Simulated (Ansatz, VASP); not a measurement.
**Se in VASP and in Ansatz**

Contents of POSCAR:

```
Se
1.0
    2.8143017337      0.0000000000      0.0000000000
    0.0000000000      2.8143017337      0.0000000000
    0.0000000000      0.0000000000      2.8143017337
Se
1
Direct
    0.0000000000      0.0000000000      0.0000000000
```

Contents of INCAR.step1:

```
PREC = Accurate
ENCUT = 520
ISMEAR = -1
SIGMA = 0.1
LREAL = False
LASPH = True
NELM = 60
NBANDS = 9
GGA = PE
ALGO = Normal
EDIFF = 1E-4
LWAVE = True
LCHARG = False
```

The input INCAR.step2:

```
PREC = Accurate
ENCUT = 520
EDIFF = 1E-6
ISMEAR = -1
SIGMA = 0.1
LREAL = False
LASPH = True
NELM = 60
ALGO = Normal
ISIF = 2
LWAVE = False
LCHARG = False
METAGGA = R2SCAN
LMIXTAU = True
NBANDS = 9
ISTART = 1
```

Contents of KPOINTS:

```
regular mesh
0
Gamma
  13 13 13
```

Input for Ansatz:

```yaml
crystal:
  lattice:
    - [2.8143017337, 0.0, 0.0]
    - [0.0, 2.8143017337, 0.0]
    - [0.0, 0.0, 2.8143017337]
  atoms:
    - { symbol: Se, position: [0.0, 0.0, 0.0] }
hamiltonian:
  xc: r2scan
  pseudopotentials:
    kind: paw
    azcp:
      Se: "pseudopotentials/Se.paw.azcp"
basis:
  ecutwfc: 500
  fft_grid_basis: typed
kpoints:
  mp_grid: { grid: [13, 13, 13], shift: [0, 0, 0] }
magnetization:
  spin_polarized: false
scf:
  occupations: { method: fermi_dirac, width: 0.1 }
  lower_state_search: "off"
output:
  stress: true
  write_density: true
  write_potential: true
  elf: true
  volumetric_format: npy
```

Alike in both runs: task single point; functional r2SCAN; k mesh 13 × 13 × 13; occupations fermi-dirac, width 0.1 eV; no spin polarisation.

|  | VASP | Ansatz |
| --- | --- | --- |
| version | VASP 6.6.1 | Ansatz 0.2.0 |
| potentials or method | VASP PAW PBE potentials, release 64 (Se), cutoff 520 eV | plane waves (500 eV) with PAW, scalar-relativistic |
| valence electrons in the cell | 6 | 16 |

VASP gave:

| Quantity | Value |
| --- | --- |
| pressure (GPa) | 0.0 |

Estimate Ansatz's values.

pressure (GPa): 0.1.

VASP's potentials were made for PBE, not for r2SCAN. VASP's potentials hold 6 valence electrons a cell and Ansatz's 16, so a difference there can come from the potentials and not from the codes.
